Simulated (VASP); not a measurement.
A run of VASP 6.6.1 is set up as follows.

INCAR

```
ALGO = Normal ; EDIFF = 1E-6
ENCUT = 520 ; GGA = PE
ISIF = 2 ; ISMEAR = -1
LASPH = T ; LCHARG = F
LREAL = F ; LWAVE = F
NBANDS = 21 ; NELM = 100
PREC = Accurate ; SIGMA = 0.06122561905347299
```

The input KPOINTS:

```
k-points
0
Gamma
  27 27 27
```

POSCAR

```
Pb
1.0
    0.0000000000      3.5772064701      3.5772064701
    3.5772064701      0.0000000000      3.5772064701
    3.5772064701      3.5772064701      0.0000000000
Pb
2
Direct
    0.0000000000      0.0000000000      0.0000000000
    0.2500000000      0.2500000000      0.2500000000
```

Potentials or basis: VASP PAW PBE potentials, release 64 (Pb_d).

Run with:

```console
$ cat potpaw_PBE.64/Pb_d/POTCAR > POTCAR
$ mpirun -np 1 vasp_std > vasp.out
```

Question: Predict the pressure.

Answer: -1.0 GPa.

Question: Predict the band gap on the k mesh.

Answer: Zero (bands 14 and 15 overlap by 0.97 eV).

Caveat: spin-orbit coupling is left out, which moves the levels of the heavy elements.
